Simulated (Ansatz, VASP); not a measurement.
Two plane-wave programs on In

```
In
1.0
    -1.60199    1.62820    2.47557
     1.62820   -1.60199    2.47557
     1.52605    1.52605   -2.45834
In
1
Direct
  0.00000 0.00000 0.00000
```

Alike in both runs: task single point; functional LDA; k mesh 12 × 12 × 14; occupations methfessel-paxton of order 1, width 0.2 eV; no spin polarisation.

|  | VASP | Ansatz |
| --- | --- | --- |
| version | VASP 6.6.1 | Ansatz 0.2.0 |
| potentials or method | VASP PAW LDA potentials, release 64 (In_d), cutoff 520 eV | plane waves (420 eV) with PAW, scalar-relativistic |
| valence electrons in the cell | 13 | 13 |

```tsv
	VASP	Ansatz	Ansatz less VASP
pressure (GPa)	0.0	0.0	-0.03
traceless stress, the component that is largest in VASP (GPa)	-0.11	-0.10	+0.006
```

Ansatz warns that its potentials were made for another functional, while VASP's fit it. LDA's correlation is that of Perdew and Zunger in VASP and of Perdew and Wang (1992) in Ansatz.
